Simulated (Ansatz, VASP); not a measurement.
## Two plane-wave programs on CaO

```xyz
4
Lattice="3.9920 0.0000 0.0000 -1.9960 3.4572 0.0000 0.0000 0.0000 4.7848" Properties=species:S:1:pos:R:3 pbc="T T T"
Ca    0.0000    2.3048    3.5886
Ca    1.9960    1.1524    1.1962
O    -0.3182    1.9866    0.9712
O     1.9960    1.1524    3.5886
```

Alike in both runs: task single point; functional PBEsol; k mesh 9 × 9 × 6; occupations gaussian, width 0.05 eV; no spin polarisation.

|  | VASP | Ansatz |
| --- | --- | --- |
| version | VASP 6.6.1 | Ansatz 0.2.0 |
| potentials or method | VASP PAW PBE potentials, release 64 (Ca_sv, O), cutoff 520 eV | scalar-relativistic, plane waves, PAW |
| valence electrons in the cell | 32 | 32 |

Ansatz gave:

- gap on the k mesh at the Fermi level (eV): 3.01
- least direct gap on the mesh (eV): 3.01
- pressure (GPa): 3.7
- traceless stress, the component that is largest in VASP (GPa): 7.38
- rms of the force components (eV/Å): 1.876

What did VASP give for the same quantities?

gap on the k mesh at the Fermi level (eV): 3.00; least direct gap on the mesh (eV): 3.00; pressure (GPa): 4.3; traceless stress, the component that is largest in VASP (GPa): 7.69; rms of the force components (eV/Å): 1.941.

VASP's potentials were made for PBE, not for PBEsol. Atom by atom the forces differ by 0.068 eV/Å (rms over components). With one functional, cell and mesh, what is left measures potentials, basis and numerics.
